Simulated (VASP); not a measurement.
# BePd (Pm-3m) in VASP: a series of runs

The runs below take BePd through single point, with LDA.

Program: VASP 6.6.1. These are calculated values, not measurements. Logs are shortened: lines on timing, memory, paths and dates and some standing lists are left out, and cuts for length are marked.

## 1. The cell of the first run

It takes space group Pm-3m (No. 221, cubic). Conventional cell: a = 2.773 Å, b = 2.773 Å, c = 2.773 Å, α = 90.00°, β = 90.00°, γ = 90.00°. Be (site symmetry m-3m) has 8 Pd at 2.40 Å and 6 Be at 2.77 Å within 3.2 Å. Within 3.2 Å of Pd (site symmetry m-3m) lie 8 Be at 2.40 Å and 6 Pd at 2.77 Å.

## 2. Single point, LDA

File INCAR:

```
SYSTEM = BePd
  PREC = Accurate
  ENCUT = 520
  EDIFF = 1E-7
  ISMEAR = -1
  SIGMA = 0.08
  LREAL = .False.
  LASPH = .True.
  NELM = 100
  ALGO = Normal
  ISIF = 2
  LWAVE = .False.
  LCHARG = .True.
  GGA = CA
  LELF = .True.
  LVHAR = .True.
  NBANDS = 13
```

File KPOINTS:

```
Automatic mesh
0
Gamma
  14 14 14
  0 0 0
```

File POSCAR:

```
BePd
1.0
    2.7728334417      0.0000000000      0.0000000000
    0.0000000000      2.7728334417      0.0000000000
    0.0000000000      0.0000000000      2.7728334417
Be Pd
1 1
Direct
    0.0000000000      0.0000000000      0.0000000000
    0.5000000000      0.5000000000      0.5000000000
```

Potentials or basis: VASP PAW LDA potentials, release 64 (Be, Pd).

On the command line:

```bash
> cat potpaw_LDA.64/Be/POTCAR potpaw_LDA.64/Pd/POTCAR > POTCAR
> mpirun -np 1 vasp_std > vasp.out
```

OUTCAR:

```text
SYSTEM = BePd
   PREC = Accurate
   ENCUT = 520
   EDIFF = 1E-7
   ISMEAR = -1
   LREAL = .False.
   LASPH = .True.
   NELM = 100
   ISIF = 2
   GGA = CA

 ion  position               nearest neighbor table
   1  0.000  0.000  0.000-   2 2.40   2 2.40   2 2.40   2 2.40   2 2.40   2 2.40   2 2.40   2 2.40

   2  0.500  0.500  0.500-   1 2.40   1 2.40   1 2.40   1 2.40   1 2.40   1 2.40   1 2.40   1 2.40

  LATTYP: Found a simple cubic cell.
 ALAT       =     2.7728334417

  Lattice vectors:

 A1 = (   2.7728334417,   0.0000000000,   0.0000000000)
 A2 = (   0.0000000000,   2.7728334417,   0.0000000000)
 A3 = (   0.0000000000,   0.0000000000,   2.7728334417)

Analysis of symmetry for initial positions (statically):
=====================================================================
 Subroutine PRICEL returns:
 Original cell was already a primitive cell.

 Routine SETGRP: Setting up the symmetry group for a
 simple cubic supercell.

 Subroutine GETGRP returns: Found 48 space group operations
 (whereof 48 operations were pure point group operations)
 out of a pool of 48 trial point group operations.

The static configuration has the point symmetry O_h .

Analysis of symmetry for dynamics (positions and initial velocities):
=====================================================================
 Subroutine PRICEL returns:
 Original cell was already a primitive cell.

 Routine SETGRP: Setting up the symmetry group for a
 simple cubic supercell.

 Subroutine GETGRP returns: Found 48 space group operations
 (whereof 48 operations were pure point group operations)
 out of a pool of 48 trial point group operations.

The dynamic configuration has the point symmetry O_h .

 Subroutine INISYM returns: Found 48 space group operations
 (whereof 48 operations are pure point group operations),
 and found     1 'primitive' translations

----------------------------------------------------------------------------------------

                                     Primitive cell

  volume of cell :      21.3192

  direct lattice vectors                    reciprocal lattice vectors
     2.772833442  0.000000000  0.000000000     0.360641929  0.000000000  0.000000000
     0.000000000  2.772833442  0.000000000     0.000000000  0.360641929  0.000000000
     0.000000000  0.000000000  2.772833442     0.000000000  0.000000000  0.360641929

  length of vectors
     2.772833442  2.772833442  2.772833442     0.360641929  0.360641929  0.360641929

[... 90 lines left out ...]
   PSTRESS=    0.0 pullay stress
   NELECT =      12.0000    total number of electrons
   NUPDOWN=      -1.0000    fix difference up-down
   EMIN   =  10.00;   EMAX   =-10.00  energy-range for DOS
   EFERMI =   0.00;   METHOD = LEGACY
   ISMEAR =    -1;   SIGMA  =   0.08  broadening in eV -4-tet -1-fermi 0-gaus
   EFERMI_NEDOS =   21; number of points for ismear=-14 and -15
   IALGO  =     38    algorithm
   IMIX   =      4    mixing-type and parameters
     AMIX     =   0.40;   BMIX     =  1.00
     AMIX_MAG =   1.60;   BMIX_MAG =  1.00
  volume/ion in A,a.u.               =      10.66        71.93
  Fermi-wavevector in a.u.,A,eV,Ry     =   1.351693  2.554330 24.858858  1.827075
  Thomas-Fermi vector in A             =   2.479094
   LORBIT       =      0    0 simple, 1 ext, 2 COOP (PROOUT), +10 PAW based schemes
   GGA     = CA    functional components
   LHFCALC =     F    Hartree Fock is set to
   AEXX    =    0.0000 exact exchange contribution
   IVDW    =     0    specifies the selected vdW correction
   LEPSILON=     F    determine dielectric tensor
   LRPA    =     F    only Hartree local field effects (RPA)
 non-spin polarized calculation
  energy-cutoff  :      520.00
  volume of cell :       21.32
 maximum number of plane-waves:       591
 NGX is ok and might be reduce to    24
   NGX = 11   NGY = 11   NGZ = 11

 number of electron      12.0000003 magnetization

 Free energy of the ion-electron system (eV)
  ---------------------------------------------------
  ext. energy  EPLUGINS =         0.00000000
  ---------------------------------------------------
  free energy    TOTEN  =       -11.96161424 eV

  energy without entropy =      -11.94644411  energy(sigma->0) =      -11.95402917

 E-fermi :  10.3612     XC(G=0): -12.8072

 val. band max:       10.3578469958   @ k =   0.5000   0.1429   0.0714
 cond. band min:      10.3634955050   @ k =   0.5000   0.0714   0.0000
 fundamental gap:      0.0056485092
 Fermi energy:        10.3611947984

 k-point     1 :       0.0000    0.0000    0.0000
  band No.  band energies     occupation
      1       0.3882      2.00000
      2       4.4146      2.00000
      3       4.4146      2.00000
      4       7.9332      2.00000
      5       7.9332      2.00000
      6       7.9332      2.00000
      7      15.7050      0.00000
      8      15.7050      0.00000
      9      15.7050      0.00000
     10      25.0843      0.00000
     11      25.0843      0.00000
     12      27.8737      0.00000
     13      34.1215      0.00000
[... 354 lines left out ...]
  band No.  band energies     occupation
      1       3.1126      2.00000
      2       4.7140      2.00000
      3       5.5504      2.00000
      4       6.7008      2.00000
      5       6.7385      2.00000
      6       7.5068      2.00000
      7      11.5009      0.00000
      8      16.9787      0.00000
      9      19.5453      0.00000
     10      21.5815      0.00000
     11      25.7173      0.00000
     12      28.2904      0.00000
     13      28.4211      0.00000

 [... further k-points ...]

------------------------ aborting loop because EDIFF is reached ----------------------------------------

  FORCE on cell =-STRESS in cart. coord.  units (eV):
  Direction    XX          YY          ZZ          XY          YZ          ZX
  --------------------------------------------------------------------------------------
  -------------------------------------------------------------------------------------
  Total        0.0903968      0.0903968      0.0903968     -0.0000000     -0.0000000      0.0000000
  in kB        6.7934768      6.7934768      6.7934768     -0.0000000     -0.0000000      0.0000000
  external PRESSURE =       6.7934768 kB  Pullay stress =       0.0000000 kB

 VOLUME and BASIS-vectors are now :
 -----------------------------------------------------------------------------
  energy-cutoff  :      520.00
  volume of cell :       21.32
      direct lattice vectors                 reciprocal lattice vectors
     2.772833442  0.000000000  0.000000000     0.360641929  0.000000000  0.000000000
     0.000000000  2.772833442  0.000000000     0.000000000  0.360641929  0.000000000
     0.000000000  0.000000000  2.772833442     0.000000000  0.000000000  0.360641929

 POSITION                                       TOTAL-FORCE (eV/Angst)
 -----------------------------------------------------------------------------------
      0.00000      0.00000      0.00000         0.000000      0.000000      0.000000
      1.38642      1.38642      1.38642         0.000000      0.000000      0.000000
 -----------------------------------------------------------------------------------
    total drift:                                0.000000     -0.000000     -0.000000

  FREE ENERGIE OF THE ION-ELECTRON SYSTEM (eV)
  ---------------------------------------------------
  free  energy   TOTEN  =       -11.9616142411 eV

  energy  without entropy=      -11.9464441085  energy(sigma->0) =      -11.95402917
```

stdout:

```text
POSCAR found type information on POSCAR BePd
 POSCAR found :  2 types and       2 ions
 scaLAPACK will be used
 LDA part: xc-table for (Slater(with rela. corr.)+CA(PZ))
 , standard interpolation
 POSCAR, INCAR and KPOINTS ok, starting setup
 FFT: planning ... GRIDC
 FFT: planning ... GRID_SOFT
 FFT: planning ... GRID
 WAVECAR not read
 entering main loop
```

Wall time 22 s (1 thread of AMD EPYC 7R43 (Zen 3), shared host); peak memory 0.12 GiB.

Results:

```yaml
Free_energy: -11.9616 eV
Pressure: 0.7 GPa
Band_gap_on_the_k_mesh: zero (band 6 reaches 15.33 eV, above the bottom of band 7 at 9.04 eV)
```

Levels at points of the mesh, in eV from the Fermi level:
| k point | band 3 | band 4 | band 5 | band 6 | band 7 | band 8 | band 9 | band 10 |
| --- | --- | --- | --- | --- | --- | --- | --- | --- |
| (0.00, 0.00, 0.00) | -5.95 | -2.43 | -2.43 | -2.43 | 5.34 | 5.34 | 5.34 | 14.72 |
| (0.50, 0.00, 0.00) | -4.79 | -4.10 | -4.10 | -2.27 | 0.01 | 10.38 | 10.38 | 11.50 |
| (0.50, 0.50, 0.00) | -3.52 | -3.52 | -2.02 | -2.02 | -1.32 | 5.71 | 6.46 | 8.78 |
| (0.50, 0.50, 0.50) | -6.77 | -1.24 | -1.24 | 4.97 | 5.68 | 5.68 | 5.68 | 6.96 |

## 3. Single point, LDA

File INCAR:

```
SYSTEM = BePd
ALGO     = Normal         ! electronic algorithm
EDIFF    = 1E-6           ! SCF threshold, eV
ENCUT    = 520            ! plane-wave cutoff, eV
ISIF     = 2              ! what is computed and relaxed
ISMEAR   = -4             ! smearing method
LASPH    = .TRUE.         ! aspherical terms in the spheres
LCHARG   = .TRUE.         ! write CHGCAR
LELF     = .TRUE.         ! ELF
LREAL    = .FALSE.        ! projectors in reciprocal space
LVHAR    = .TRUE.       
LWAVE    = .FALSE.        ! write WAVECAR
NBANDS   = 13             ! bands
NELM     = 60             ! most SCF steps
PREC     = Accurate       ! precision mode
SIGMA    = 0.1            ! smearing width, eV
```

File KPOINTS:

```
k-points
0
G
  14 14 14
  0 0 0
```

POSCAR is that of step 2.

Potentials or basis: VASP PAW LDA potentials, release 64 (Be, Pd).

On the command line:

```bash
> cat potpaw_LDA.64/Be/POTCAR potpaw_LDA.64/Pd/POTCAR > POTCAR
> mpirun -np 1 vasp_std > vasp.out
```

Run time: 24 s. Hardware: 1 thread of AMD EPYC 7R43 (Zen 3), shared host; peak memory 0.12 GiB.

Results (log left out):

```
Free energy            : -11.9136 eV
Pressure               : 0.7 GPa
Band gap on the k mesh : zero (band 6 reaches 15.33 eV, above the bottom of band 7 at 9.03 eV)
```

Levels at points of the mesh, in eV from the Fermi level:
```
           k point  band 3  band 4  band 5  band 6  band 7  band 8  band 9  band 10
(0.00, 0.00, 0.00)   -6.02   -2.50   -2.50   -2.50    5.28    5.28    5.28    14.66
(0.50, 0.00, 0.00)   -4.85   -4.18   -4.18   -2.35   -0.07   10.32   10.32    11.44
(0.50, 0.50, 0.00)   -3.60   -3.60   -2.08   -2.08   -1.40    5.64    6.39     8.72
(0.50, 0.50, 0.50)   -6.84   -1.32   -1.32    4.91    5.61    5.61    5.61     6.89
```
